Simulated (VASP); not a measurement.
# Pt (P6/mmm) in VASP: a series of runs, part 2 of 2

VASP 6.6.1. Earlier steps stand in the parts before.

### Step 3. Single point, PBE, collinear spin (17.31 Å³/atom)

This run uses another cell than the first one, of 17.31 Å³/atom.

The input, INCAR:

```
PREC = Accurate ; ENCUT = 520
EDIFF = 1E-7 ; ISMEAR = -1
SIGMA = 0.05 ; LREAL = False
LASPH = True ; NELM = 150
ALGO = Normal ; ISIF = 2
LWAVE = False ; LCHARG = False
ISPIN = 2 ; MAGMOM = 1 1 1
LORBIT = 11 ; LMAXMIX = 4
GGA = PE ; NBANDS = 26
```

The input, KPOINTS:

```
Automatic mesh
0
Gamma
  11 11 15
```

The input, POSCAR:

```
Pt
1.0
    4.6535173334      0.0000000000      0.0000000000
   -2.3267586667      4.0300642277      0.0000000000
    0.0000000000      0.0000000000      2.7689131642
Pt
3
Direct
    1.0000000000      0.0000000000      1.0000000000
    0.3333333333      0.6666666667      0.5000000000
    0.6666666667      0.3333333333      0.5000000000
```

Potentials or basis: VASP PAW PBE potentials, release 64 (Pt).

The run is started by

```bash
$ cat potpaw_PBE.64/Pt/POTCAR > POTCAR
$ mpirun -np 1 vasp_std > vasp.out
```

OUTCAR:

```text
PREC = Accurate
   ENCUT = 520
   EDIFF = 1E-7
   ISMEAR = -1
   LREAL = False
   LASPH = True
   NELM = 150
   ISIF = 2
   ISPIN = 2
   LORBIT = 11
   GGA = PE

 ion  position               nearest neighbor table
   1  0.000  0.000  0.000-   2 3.02   3 3.02   2 3.02   3 3.02   3 3.02   3 3.02   2 3.02   2 3.02
                             3 3.02   3 3.02   2 3.02   2 3.02
   2  0.333  0.667  0.500-   3 2.69   3 2.69   3 2.69   1 3.02   1 3.02   1 3.02   1 3.02   1 3.02
                             1 3.02
   3  0.667  0.333  0.500-   2 2.69   2 2.69   2 2.69   1 3.02   1 3.02   1 3.02   1 3.02   1 3.02
                             1 3.02

  LATTYP: Found a hexagonal cell.
 ALAT       =     4.6535173334
 C/A-ratio  =     0.5950151178

  Lattice vectors:

 A1 = (   4.6535173334,   0.0000000000,   0.0000000000)
 A2 = (  -2.3267586667,   4.0300642277,   0.0000000000)
 A3 = (   0.0000000000,   0.0000000000,   2.7689131642)

Analysis of symmetry for initial positions (statically):
=====================================================================
 Subroutine PRICEL returns:
 Original cell was already a primitive cell.

 Routine SETGRP: Setting up the symmetry group for a
 hexagonal supercell.

 Subroutine GETGRP returns: Found 24 space group operations
 (whereof 24 operations were pure point group operations)
 out of a pool of 24 trial point group operations.

The static configuration has the point symmetry D_6h.

Analysis of symmetry for dynamics (positions and initial velocities):
=====================================================================
 Subroutine PRICEL returns:
 Original cell was already a primitive cell.

 Routine SETGRP: Setting up the symmetry group for a
 hexagonal supercell.

 Subroutine GETGRP returns: Found 24 space group operations
 (whereof 24 operations were pure point group operations)
 out of a pool of 24 trial point group operations.

The dynamic configuration has the point symmetry D_6h.

Analysis of structural, dynamic, and magnetic symmetry:
[... 161 lines left out ...]
  energy without entropy =      -17.63167991  energy(sigma->0) =      -17.65915687

 E-fermi :   8.7506     XC(G=0): -12.6595

 val. band max:        8.7446954066   @ k =   0.2727   0.0909   0.2000
 cond. band min:       8.7517304627   @ k =   0.4545   0.0909   0.0667
 fundamental gap:      0.0070350561
 Fermi energy:         8.7505592784

 spin component 1

 k-point     1 :       0.0000    0.0000    0.0000
  band No.  band energies     occupation
      1       0.0546      1.00000
      2       3.2576      1.00000
      3       4.5624      1.00000
      4       5.2380      1.00000
      5       5.2451      1.00000
      6       5.2451      1.00000
[... 685 lines left out ...]
     25      25.5694      0.00000
     26      26.5747      0.00000

 [... further k-points ...]

 spin component 2

 k-point     1 :       0.0000    0.0000    0.0000
  band No.  band energies     occupation
      1       0.0546      1.00000
      2       3.2575      1.00000
      3       4.5624      1.00000
      4       5.2378      1.00000
      5       5.2450      1.00000
      6       5.2450      1.00000
[... 685 lines left out ...]
     25      25.5693      0.00000
     26      26.5747      0.00000

 [... further k-points ...]

------------------------ aborting loop because EDIFF is reached ----------------------------------------

  FORCE on cell =-STRESS in cart. coord.  units (eV):
  Direction    XX          YY          ZZ          XY          YZ          ZX
  --------------------------------------------------------------------------------------
  -------------------------------------------------------------------------------------
  Total       -4.8628165     -4.8628165     -4.8899661      0.0000000      0.0000000      0.0000000
  in kB     -150.0361213   -150.0361213   -150.8737879      0.0000000      0.0000000      0.0000000
  external PRESSURE =    -150.3153435 kB  Pullay stress =       0.0000000 kB

 VOLUME and BASIS-vectors are now :
 -----------------------------------------------------------------------------
  energy-cutoff  :      520.00
  volume of cell :       51.93
      direct lattice vectors                 reciprocal lattice vectors
     4.653517333  0.000000000  0.000000000     0.214891216  0.124067502  0.000000000
    -2.326758667  4.030064228  0.000000000     0.000000000  0.248135003  0.000000000
     0.000000000  0.000000000  2.768913164     0.000000000  0.000000000  0.361152532

 POSITION                                       TOTAL-FORCE (eV/Angst)
 -----------------------------------------------------------------------------------
      0.00000      0.00000      0.00000         0.000000      0.000000      0.000000
     -0.00000      2.68671      1.38446        -0.000000      0.000000     -0.000000
      2.32676      1.34335      1.38446         0.000000     -0.000000      0.000000
 -----------------------------------------------------------------------------------
    total drift:                                0.000000      0.000000     -0.000000

  FREE ENERGIE OF THE ION-ELECTRON SYSTEM (eV)
  ---------------------------------------------------
  free  energy   TOTEN  =       -17.6866338300 eV

  energy  without entropy=      -17.6316799114  energy(sigma->0) =      -17.65915687

 total charge

# of ion       s       p       d       tot
------------------------------------------
    1        0.550   0.417   7.993   8.961
    2        0.610   0.476   7.974   9.060
    3        0.610   0.476   7.974   9.060
--------------------------------------------------
tot          1.771   1.370  23.940  27.081

 magnetization (x)

# of ion       s       p       d       tot
------------------------------------------
    1       -0.000   0.000  -0.000  -0.000
    2        0.000   0.000  -0.000  -0.000
    3        0.000   0.000  -0.000  -0.000
--------------------------------------------------
tot          0.000   0.000  -0.001  -0.001
```

OSZICAR:

```text
N       E                     dE             d eps       ncg     rms          rms(c)
DAV:   1     0.168796205836E+03    0.16880E+03   -0.14445E+04 13440   0.107E+03
DAV:   2    -0.142712368174E+02   -0.18307E+03   -0.16917E+03 14212   0.251E+02
DAV:   3    -0.185782562438E+02   -0.43070E+01   -0.42229E+01 15804   0.376E+01
[... 10 lines left out ...]
DAV:  14    -0.176865771682E+02   -0.68319E-04   -0.47968E-05 13898   0.410E-02    0.522E-02
DAV:  15    -0.176866108093E+02   -0.33641E-04   -0.36294E-05 14188   0.355E-02    0.314E-02
DAV:  16    -0.176866303077E+02   -0.19498E-04   -0.37387E-05 13984   0.362E-02    0.126E-02
DAV:  17    -0.176866337311E+02   -0.34234E-05   -0.10843E-05 14748   0.193E-02    0.288E-03
DAV:  18    -0.176866338394E+02   -0.10834E-06   -0.57974E-07 14380   0.427E-03    0.768E-04
DAV:  19    -0.176866338300E+02    0.94378E-08   -0.62013E-08  7124   0.153E-03
   1 F= -.17686634E+02 E0= -.17659157E+02  d E =-.549539E-01  mag=     0.0004
```

Run time: 2.5 min. Hardware: 1 thread of Intel Xeon 6975P-C (Granite Rapids), shared host; peak memory 0.36 GiB.

What came out:

```yaml
Free_energy: -17.6866 eV
Pressure: -15.0 GPa
Band_gap_on_the_k_mesh: zero (filled and empty bands overlap)
Net_moment: 0.00 μB per cell
Valence_electrons_inside_the_program's_atomic_spheres: Pt 8.96, 9.06 (each value once)
```

Stress tensor (GPa, compression positive):
```
-15.00   0.00   0.00
  0.00 -15.00   0.00
  0.00   0.00 -15.09
```

Levels at points of the mesh, in eV from the Fermi level:
Spin up:
| k point | band 13 | band 14 | band 15 | band 16 | band 17 | band 18 |
| --- | --- | --- | --- | --- | --- | --- |
| (0.00, 0.00, 0.00) | -1.53 | -1.53 | 0.27 | 0.27 | 4.52 | 5.40 |
Spin down:
```tsv
k point	band 13	band 14	band 15	band 16	band 17	band 18
(0.00, 0.00, 0.00)	-1.53	-1.53	0.27	0.27	4.52	5.40
```

Caveat: the cell stands under tension; spin-orbit coupling is left out, which moves the levels of the heavy elements.

### Step 4. Relaxation of cell and atoms, PBE, collinear spin

This run uses another cell than the first one, of 15.09 Å³/atom.

The input, INCAR:

```
PREC     = Accurate       # precision mode
ENCUT    = 600            # plane-wave cutoff, eV
EDIFF    = 1E-6           # SCF threshold, eV
ISMEAR   = -1             # smearing method
SIGMA    = 0.05           # smearing width, eV
LREAL    = F              # projectors in reciprocal space
LASPH    = T              # aspherical terms in the spheres
NELM     = 150            # most SCF steps
ALGO     = Normal         # electronic algorithm
ISIF     = 3              # what is computed and relaxed
LWAVE    = F              # write WAVECAR
LCHARG   = F              # write CHGCAR
ISPIN    = 2              # spin polarisation
MAGMOM   = 1 1 1          # initial moments
LORBIT   = 11             # projections on sites
LMAXMIX  = 4              # l up to which the mixer works
GGA      = PE             # functional
IBRION   = 2              # ionic algorithm
NSW      = 80             # ionic steps
EDIFFG   = -0.01          # ionic threshold
```

The input, KPOINTS:

```
regular mesh
0
Gamma
  8 8 12
```

The input, POSCAR:

```
Pt
1.0
    4.4020276304      0.0000000000      0.0000000000
   -2.2010138152      3.8122677561      0.0000000000
    0.0000000000      0.0000000000      2.6984429374
Pt
3
Direct
    0.0000000000      0.0000000000      0.0000000000
    0.3333333333      0.6666666667      0.5000000000
    0.6666666667      0.3333333333      0.5000000000
```

The run is started by

```bash
$ cat potpaw_PBE.64/Pt/POTCAR > POTCAR
$ mpirun -np 1 vasp_std > vasp.out
```

It took 5.7 min on 1 thread of Intel Xeon 6975P-C (Granite Rapids), shared host; peak memory 0.28 GiB.

It converged, with:

| Property | Result |
| --- | --- |
| Free energy | -17.8946 eV |
| Relaxed volume | 15.99 Å³/atom |
| Relaxed cell | a = 4.532 Å, b = 4.532 Å, c = 2.697 Å, α = 90.00°, β = 90.00°, γ = 120.00° |
| Space group after relaxing (to 0.1 Å) | P6/mmm (No. 191) |
| Energy gained by relaxing | 53.4 meV/atom |
| Ionic steps | 9 |
| Pressure after relaxing | 0.0 GPa |
| Band gap on the k mesh | zero (filled and empty bands overlap) |
| Net moment | 0.00 μB per cell |
| Valence electrons inside the program's atomic spheres | Pt 9.12, 9.24 (each value once) |

The path:
```
step  energy change (eV)  largest force (eV/Å)  pressure (GPa)  volume (Å³)
   1              0.0000                0.0000           16.33        45.28
   2              0.5637                0.0000          -23.69        56.08
   3             -0.1519                0.0000           -1.69        48.35
   4             -0.1525                0.0000           -0.89        48.18
   5             -0.1525                0.0000           -0.60        48.12
   6             -0.1587                0.0000            0.67        47.85
   7             -0.1600                0.0000            0.26        47.93
   8             -0.1599                0.0000           -0.42        48.07
   9             -0.1601                0.0000            0.01        47.98
```

Final structure:
```
CELL_PARAMETERS angstrom
4.53216 0.00000 0.00000
-2.26608 3.92496 0.00000
0.00000 0.00000 2.69730
ATOMIC_POSITIONS crystal
Pt 0.00000 0.00000 0.00000
Pt 0.33333 0.66667 0.50000
Pt 0.66667 0.33333 0.50000
```

Levels at points of the mesh, in eV from the Fermi level:
Spin up:
```tsv
k point	band 13	band 14	band 15	band 16	band 17	band 18
(0.00, 0.00, 0.00)	-1.75	-1.75	0.33	0.33	4.91	5.84
(0.50, 0.00, 0.00)	-0.31	-0.30	-0.29	-0.23	0.06	0.36
(0.00, 0.00, 0.50)	-0.15	-0.15	1.13	2.33	2.73	7.84
(0.50, 0.00, 0.50)	-0.42	0.14	0.70	2.04	2.73	5.47
```
Spin down:
```tsv
k point	band 13	band 14	band 15	band 16	band 17	band 18
(0.00, 0.00, 0.00)	-1.75	-1.75	0.33	0.33	4.91	5.84
(0.50, 0.00, 0.00)	-0.31	-0.30	-0.29	-0.23	0.06	0.36
(0.00, 0.00, 0.50)	-0.15	-0.15	1.13	2.33	2.73	7.84
(0.50, 0.00, 0.50)	-0.42	0.14	0.70	2.04	2.73	5.47
```

Caveat: spin-orbit coupling is left out, which moves the levels of the heavy elements.

### Step 5. The runs side by side

| task | cell | k mesh | cutoff (eV) | gap on the mesh (eV) | pressure (GPa) | moment (μB) |
| --- | --- | --- | --- | --- | --- | --- |
| single point | a = 4.595, b = 4.595, c = 2.734 Å, angles 90.0, 90.0, 120.0°, 3 atoms | 11 × 11 × 15 | 520 | none | -8.8 | 0.00 |
| single point | a = 4.654, b = 4.654, c = 2.769 Å, angles 90.0, 90.0, 120.0°, 3 atoms | 11 × 11 × 15 | 520 | none | -15.0 | 0.00 |
| relaxation of cell and atoms | relaxed from a = 4.402, b = 4.402, c = 2.698 Å, angles 90.0, 90.0, 120.0°, 3 atoms | 8 × 8 × 12 | 600 | none | 0.0 | 0.00 |

Alike in all rows: level PBE; potentials or basis VASP PAW PBE potentials, release 64 (Pt); spin collinear; smearing fermi-dirac 0.05 eV.

Caveats: spin-orbit coupling is left out, which moves the levels of the heavy elements; the cell stands under tension (at least some runs).

Absolute energies hang on the potentials; compare differences alone.
